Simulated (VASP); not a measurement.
A run of VASP 6.6.1 is set up as follows.

File POSCAR:

```
Sb
1.0
    2.1542000000      1.2437279499      3.7580000000
   -2.1542000000      1.2437279499      3.7580000000
    0.0000000000     -2.4874558998      3.7580000000
Sb
2
Direct
    0.7665100000      0.7665100000      0.7665100000
    0.2334900000      0.2334900000      0.2334900000
```

Contents of INCAR.step1:

```
  PREC = Accurate
  ENCUT = 400
  EDIFF = 1E-6
  ISMEAR = 1
  SIGMA = 0.1
  LREAL = False
  LASPH = True
  NELM = 120
  ALGO = Normal
  ISIF = 2
  LWAVE = False
  LCHARG = True
  GGA = B5
  ALDAX = 1.0
  AGGAX = 1.0
  AGGAC = 1.0
  ALDAC = 0.0
  IVDW = 13
  VDW_S6 = 1.0
  VDW_S8 = 2.34076671
  VDW_A1 = 0.44488865
  VDW_A2 = 4.0933009
  NBANDS = 12
  GGA_COMPAT = False
  NEDOS = 2001
  LORBIT = 11
```

KPOINTS.step1

```
Automatic mesh
0
Gamma
  8 8 8
```

The input INCAR.step2:

```
  PREC = Accurate
  ENCUT = 400
  EDIFF = 1E-6
  ISMEAR = -5
  SIGMA = 0.1
  LREAL = False
  LASPH = True
  NELM = 120
  ALGO = Normal
  ISIF = 2
  LWAVE = False
  LCHARG = False
  GGA = B5
  ALDAX = 1.0
  AGGAX = 1.0
  AGGAC = 1.0
  ALDAC = 0.0
  IVDW = 13
  VDW_S6 = 1.0
  VDW_S8 = 2.34076671
  VDW_A1 = 0.44488865
  VDW_A2 = 4.0933009
  LORBIT = 10
  NBANDS = 12
  NEDOS = 2001
  ICHARG = 11
  GGA_COMPAT = False
```

KPOINTS.step2

```
Automatic mesh
0
Gamma
  12 12 12
```

Potentials or basis: VASP PAW PBE potentials, release 64 (Sb).

Command:

```console
$ cat potpaw_PBE.64/Sb/POTCAR > POTCAR
$ cp INCAR.step1 INCAR
$ cp KPOINTS.step1 KPOINTS
$ mpirun -np 1 vasp_std > vasp.out
$ cp INCAR.step2 INCAR
$ cp KPOINTS.step2 KPOINTS
$ mpirun -np 1 vasp_std > vasp.out
```

Estimate the dispersion energy per atom.

-0.966 eV.
